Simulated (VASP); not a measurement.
# Al (I4/mmm) in VASP: notebook, part 2 of 2

VASP 6.6.1. Earlier steps stand in the parts before.

## Step 3: Single point, PBE (strain along c alone, the other axes held: -3.0 %)

The input, INCAR:

```
SYSTEM = Al
ALGO     = Normal         ! electronic algorithm
EDIFF    = 1E-7           ! SCF threshold, eV
ENCUT    = 520            ! plane-wave cutoff, eV
GGA      = PE             ! functional
ISIF     = 2              ! what is computed and relaxed
ISMEAR   = 0              ! smearing method
LASPH    = .TRUE.         ! aspherical terms in the spheres
LCHARG   = .FALSE.        ! write CHGCAR
LREAL    = .FALSE.        ! projectors in reciprocal space
LWAVE    = .FALSE.        ! write WAVECAR
NBANDS   = 10             ! bands
NELM     = 100            ! most SCF steps
PREC     = Accurate       ! precision mode
SIGMA    = 0.1            ! smearing width, eV
```

The input, KPOINTS:

```
k-points
0
G
  18 18 14
  0 0 0
```

The input, POSCAR:

```
Al
1.0
    2.0208104607      2.0208104607      0.0000000000
   -2.0208104607      2.0208104607      0.0000000000
    0.0000000000      0.0000000000      3.9203722937
Al
2
Direct
    0.0000000000      0.0000000000      0.0000000000
    0.5000000000      0.5000000000      0.5000000000
```

Potentials or basis: VASP PAW PBE potentials, release 64 (Al).

Run with:

```console
$ cat potpaw_PBE.64/Al/POTCAR > POTCAR
$ mpirun -np 1 vasp_std > vasp.out
```

OUTCAR:

```text
SYSTEM = Al
   EDIFF = 1E-7
   ENCUT = 520
   GGA = PE
   ISIF = 2
   ISMEAR = 0
   LASPH = .TRUE.
   LREAL = .FALSE.
   NELM = 100
   PREC = Accurate

 ion  position               nearest neighbor table
   1  0.000  0.000  0.000-   2 2.82   2 2.82   2 2.82   2 2.82   2 2.82   2 2.82   2 2.82   2 2.82

   2  0.500  0.500  0.500-   1 2.82   1 2.82   1 2.82   1 2.82   1 2.82   1 2.82   1 2.82   1 2.82

  LATTYP: Found a simple tetragonal cell.
 ALAT       =     2.8578575605
 C/A-ratio  =     1.3717871555

  Lattice vectors:

 A1 = (   2.0208104607,   2.0208104607,   0.0000000000)
 A2 = (  -2.0208104607,   2.0208104607,   0.0000000000)
 A3 = (   0.0000000000,   0.0000000000,   3.9203722937)

Analysis of symmetry for initial positions (statically):
=====================================================================
 Subroutine PRICEL returns following result:

  LATTYP: Found a body centered tetragonal cell.
 ALAT       =     2.8578575605
 C/A-ratio  =     1.3717871555

  Lattice vectors:

 A1 = (   0.0000000000,  -2.0208104607,  -1.9601861468)
 A2 = (   0.0000000000,   2.0208104607,  -1.9601861469)
 A3 = (   2.0208104607,   0.0000000000,   1.9601861469)

   2 primitive cells build up your supercell.

 Routine SETGRP: Setting up the symmetry group for a
 simple tetragonal supercell.

 Subroutine GETGRP returns: Found 16 space group operations
 (whereof 16 operations were pure point group operations)
 out of a pool of 16 trial point group operations.

The static configuration has the point symmetry D_4h.

Analysis of symmetry for dynamics (positions and initial velocities):
=====================================================================
 Subroutine PRICEL returns following result:

  LATTYP: Found a body centered tetragonal cell.
 ALAT       =     2.8578575605
 C/A-ratio  =     1.3717871555

  Lattice vectors:

 A1 = (   0.0000000000,  -2.0208104607,  -1.9601861468)
 A2 = (   0.0000000000,   2.0208104607,  -1.9601861469)
 A3 = (   2.0208104607,   0.0000000000,   1.9601861469)

   2 primitive cells build up your supercell.

 Routine SETGRP: Setting up the symmetry group for a
 simple tetragonal supercell.

 Subroutine GETGRP returns: Found 16 space group operations
 (whereof 16 operations were pure point group operations)
 out of a pool of 16 trial point group operations.

The dynamic configuration has the point symmetry D_4h.

 Subroutine INISYM returns: Found 16 space group operations
 (whereof 16 operations are pure point group operations),
 and found     2 'primitive' translations

----------------------------------------------------------------------------------------

                                     Primitive cell

  volume of cell :      16.0095

  direct lattice vectors                    reciprocal lattice vectors
     0.000000000 -2.020810461 -1.960186147     0.247425481 -0.247425481 -0.255077815
     0.000000000  2.020810461 -1.960186147     0.247425481  0.247425481 -0.255077815
     2.020810461  0.000000000  1.960186147     0.494850962  0.000000000  0.000000000

  length of vectors
     2.815316083  2.815316083  2.815316083     0.433016661  0.433016661  0.494850962

[... 29 lines left out ...]
 ===========================================

 Found    440 irreducible k-points:

 Following reciprocal coordinates:
            Coordinates               Weight
  0.000000  0.000000  0.000000      1.000000
  0.055556  0.000000  0.000000      4.000000
  0.111111  0.000000  0.000000      4.000000
  0.166667  0.000000  0.000000      4.000000
  0.222222  0.000000  0.000000      4.000000
  0.277778  0.000000  0.000000      4.000000
[... 16 lines left out ...]
  0.277778  0.111111  0.000000      8.000000
  0.333333  0.111111  0.000000      8.000000
 [... further k-points ...]
   k-points           NKPTS =    440   k-points in BZ     NKDIM =    440   number of bands    NBANDS=     10
   number of dos      NEDOS =    301   number of ions     NIONS =      2
   total plane-waves  NPLWV =  17280
   dimension x,y,z NGX =    24 NGY =   24 NGZ =   30
   dimension x,y,z NGXF=    48 NGYF=   48 NGZF=   60
   ions per type =               2
   NGX,Y,Z   is equivalent  to a cutoff of  13.96, 13.96, 12.72 a.u.
   NGXF,Y,Z  is equivalent  to a cutoff of  27.92, 27.92, 25.44 a.u.
 SYSTEM =  Al
   PREC   = accura    normal or accurate (medium, high low for compatibility)
   ISTART =      0    job   : 0-new  1-cont  2-samecut
   ICHARG =      2    charge: 1-file 2-atom 10-const
   ISPIN  =      1    spin polarized calculation?
   LNONCOLLINEAR =      F non collinear calculations
   LSORBIT =      F    spin-orbit coupling
   LASPH  =      T    aspherical Exc in radial PAW
   ENCUT  =  520.0 eV  38.22 Ry    6.18 a.u.   5.31  5.31  7.29*2*pi/ulx,y,z
   NELM   =    100;   NELMIN=  2; NELMDL= -5     # of ELM steps
   EDIFF  = 0.1E-06   stopping-criterion for ELM
   LREAL  =      F    real-space projection
   EDIFFG = 0.1E-05   stopping-criterion for IOM
   NSW    =      0    number of steps for IOM
   IBRION =     -1    ionic relax: 0-MD 1-quasi-New 2-CG
   NFREE  =      0    steps in history (QN), initial steepest desc. (CG)
   ISIF   =      2    stress and relaxation
   ISYM   =      2    0-nonsym 1-usesym 2-fastsym
   POTIM  = 0.5000    time-step for ionic-motion
   TEBEG  =    0.0;   TEEND  =   0.0 temperature during run
   PSTRESS=    0.0 pullay stress
   NELECT =       6.0000    total number of electrons
   NUPDOWN=      -1.0000    fix difference up-down
   EMIN   =  10.00;   EMAX   =-10.00  energy-range for DOS
   EFERMI =   0.00;   METHOD = LEGACY
   ISMEAR =     0;   SIGMA  =   0.10  broadening in eV -4-tet -1-fermi 0-gaus
   EFERMI_NEDOS =   21; number of points for ismear=-14 and -15
   IALGO  =     38    algorithm
   IMIX   =      4    mixing-type and parameters
     AMIX     =   0.40;   BMIX     =  1.00
     AMIX_MAG =   1.60;   BMIX_MAG =  1.00
  volume/ion in A,a.u.               =      16.01       108.04
  Fermi-wavevector in a.u.,A,eV,Ry     =   0.936819  1.770331 11.940883  0.877630
  Thomas-Fermi vector in A             =   2.063867
   LORBIT       =      0    0 simple, 1 ext, 2 COOP (PROOUT), +10 PAW based schemes
   GGA     = PE    functional components
   LHFCALC =     F    Hartree Fock is set to
   AEXX    =    0.0000 exact exchange contribution
   IVDW    =     0    specifies the selected vdW correction
   LEPSILON=     F    determine dielectric tensor
   LRPA    =     F    only Hartree local field effects (RPA)
 non-spin polarized calculation
 Gauss-broadening in eV      SIGMA  =   0.10
  energy-cutoff  :      520.00
  volume of cell :       32.02
 maximum number of plane-waves:       880
 NGX is ok and might be reduce to    24
   NGX = 11   NGY = 11   NGZ = 15

 number of electron       6.0000000 magnetization

 Free energy of the ion-electron system (eV)
  ---------------------------------------------------
  ext. energy  EPLUGINS =         0.00000000
  ---------------------------------------------------
  free energy    TOTEN  =        -7.48139049 eV

  energy without entropy =       -7.47694885  energy(sigma->0) =       -7.47916967

 E-fermi :   8.3152     XC(G=0): -10.3062

 val. band max:        8.3118609074   @ k =   0.3333   0.3333   0.2857
 cond. band min:       8.3165754964   @ k =   0.5000   0.5000   0.5000
 fundamental gap:      0.0047145890
 Fermi energy:         8.3151514146

 k-point     1 :       0.0000    0.0000    0.0000
  band No.  band energies     occupation
      1      -3.0259      2.00000
      2       5.6329      2.00000
      3       7.1352      2.00000
      4      13.3481      0.00000
      5      13.6783      0.00000
      6      13.6783      0.00000
      7      17.3003      0.00000
      8      21.0078      0.00000
      9      21.0078      0.00000
     10      21.3406      0.00000
[... 287 lines left out ...]
 k-point    24 :       0.3333    0.1111    0.0000
  band No.  band energies     occupation
      1      -0.8061      2.00000
      2       4.9969      2.00000
      3       7.6707      2.00000
      4       9.3378      0.00000
      5      12.7723      0.00000
      6      13.1990      0.00000
      7      14.8021      0.00000
      8      18.1316      0.00000
      9      20.2262      0.00000
     10      20.5015      0.00000

 [... further k-points ...]
[... 5 lines left out ...]
  --------------------------------------------------------------------------------------
  -------------------------------------------------------------------------------------
  Total        0.3869928      0.3869928      0.7529548      0.0000000      0.0000000      0.0000000
  in kB       19.3644447     19.3644447     37.6765426      0.0000000      0.0000000      0.0000000
  external PRESSURE =      25.4684773 kB  Pullay stress =       0.0000000 kB

 VOLUME and BASIS-vectors are now :
 -----------------------------------------------------------------------------
  energy-cutoff  :      520.00
  volume of cell :       32.02
      direct lattice vectors                 reciprocal lattice vectors
     2.020810461  2.020810461  0.000000000     0.247425481  0.247425481  0.000000000
    -2.020810461  2.020810461  0.000000000    -0.247425481  0.247425481  0.000000000
     0.000000000  0.000000000  3.920372294     0.000000000  0.000000000  0.255077815

 POSITION                                       TOTAL-FORCE (eV/Angst)
 -----------------------------------------------------------------------------------
      0.00000      0.00000      0.00000         0.000000     -0.000000      0.000000
      0.00000      2.02081      1.96019         0.000000      0.000000     -0.000000
 -----------------------------------------------------------------------------------
    total drift:                               -0.000000      0.000000     -0.000000

  FREE ENERGIE OF THE ION-ELECTRON SYSTEM (eV)
  ---------------------------------------------------
  free  energy   TOTEN  =        -7.4813904928 eV

  energy  without entropy=       -7.4769488454  energy(sigma->0) =       -7.47916967
```

Wall time 64 s (1 thread of Intel Xeon 8259CL, shared host); peak memory 0.23 GiB.

Results:

```yaml
Free_energy: -7.4814 eV
Pressure: 2.5 GPa
Band_gap_on_the_k_mesh: zero (bands 3 and 4 overlap by 11.81 eV)
```

Levels at points of the mesh, in eV from the Fermi level:
| k point | band 1 | band 2 | band 3 | band 4 | band 5 | band 6 | band 7 | band 8 |
| --- | --- | --- | --- | --- | --- | --- | --- | --- |
| (0.00, 0.00, 0.00) | -11.34 | -2.68 | -1.18 | 5.03 | 5.36 | 5.36 | 8.99 | 12.69 |
| (0.50, 0.00, 0.00) | -6.88 | -6.88 | 1.45 | 1.45 | 3.19 | 3.19 | 9.24 | 9.24 |
| (0.50, 0.50, 0.00) | -3.14 | -3.14 | -1.81 | -1.81 | 5.40 | 5.40 | 5.84 | 5.84 |
| (0.00, 0.00, 0.50) | -8.95 | -8.95 | 7.40 | 7.40 | 7.40 | 7.40 | 7.40 | 7.40 |
| (0.50, 0.00, 0.50) | -4.71 | -4.71 | -4.41 | -4.41 | 11.26 | 11.26 | 11.36 | 11.36 |
| (0.50, 0.50, 0.50) | -0.94 | -0.94 | -0.94 | -0.94 | 0.00 | 0.00 | 1.16 | 1.16 |

Caveat: the cell differs from its parent crystal (strain along c alone, the other axes held: -3.0 %).

## Step 4: Single point, PBE (strain along c alone, the other axes held: -1.5 %)

The input, INCAR:

```
PREC     = Accurate       # precision mode
ENCUT    = 520            # plane-wave cutoff, eV
EDIFF    = 1E-6           # SCF threshold, eV
ISMEAR   = 0              # smearing method
SIGMA    = 0.1            # smearing width, eV
LREAL    = False          # projectors in reciprocal space
LASPH    = True           # aspherical terms in the spheres
NELM     = 80             # most SCF steps
ALGO     = Fast           # electronic algorithm
ISIF     = 2              # what is computed and relaxed
LWAVE    = False          # write WAVECAR
LCHARG   = False          # write CHGCAR
GGA      = PE             # functional
NBANDS   = 10             # bands
```

The input, KPOINTS:

```
Automatic mesh
0
Gamma
  18 18 14
```

POSCAR: that of step 3 with these lines changed.

```diff
@@ -4,3 +4,3 @@
    -2.0208104607      2.0208104607      0.0000000000
-    0.0000000000      0.0000000000      3.9203722937
+    0.0000000000      0.0000000000      3.9809966076
 Al
```

Run with:

```console
$ cat potpaw_PBE.64/Al/POTCAR > POTCAR
$ mpirun -np 1 vasp_std > vasp.out
```

It took 76 s on 1 thread of Intel Xeon 8259CL, shared host; peak memory 0.23 GiB.

The run converged. Its results:

* Free energy: -7.4904 eV
* Pressure: 1.1 GPa
* Band gap on the k mesh: zero (bands 3 and 4 overlap by 11.84 eV)

Stress tensor (GPa, compression positive):
```
0.68 0.00 0.00
0.00 0.68 0.00
0.00 0.00 1.97
```

Levels at points of the mesh, in eV from the Fermi level:
```
           k point  band 1  band 2  band 3  band 4  band 5  band 6  band 7
(0.00, 0.00, 0.00)  -11.23   -2.80   -1.38    5.15    5.49    5.49    9.03
(0.50, 0.00, 0.00)   -6.77   -6.77    1.35    1.35    2.98    2.98    9.37
(0.50, 0.50, 0.00)   -3.02   -3.02   -1.70   -1.70    5.33    5.33    5.72
(0.00, 0.00, 0.50)   -8.91   -8.91    7.45    7.45    7.47    7.47    7.47
(0.50, 0.00, 0.50)   -4.64   -4.64   -4.39   -4.39   11.37   11.37   11.39
(0.50, 0.50, 0.50)   -0.88   -0.88   -0.88   -0.88    0.09    0.09    1.14
```

Caveat: the cell differs from its parent crystal (strain along c alone, the other axes held: -1.5 %).

## Step 5: Overview

| cell | gap on the mesh (eV) | pressure (GPa) |
| --- | --- | --- |
| a = 2.858, b = 2.858, c = 4.223 Å, 2 atoms | none | -3.0 |
| a = 2.858, b = 2.858, c = 3.920 Å, 2 atoms | none | 2.5 |
| a = 2.858, b = 2.858, c = 3.981 Å, 2 atoms | none | 1.1 |

Alike in all rows: task single point; level PBE; potentials or basis VASP PAW PBE potentials, release 64 (Al); no spin polarisation; k mesh 18 × 18 × 14; cutoff (eV) 520; smearing gaussian 0.1 eV.

Caveats: the cell stands under tension (at least some runs).

Total energies depend on the potentials used, so only differences within one code and one set of settings carry meaning.

The gap in the log of VASP goes by the Fermi energy; the results here count the filled bands.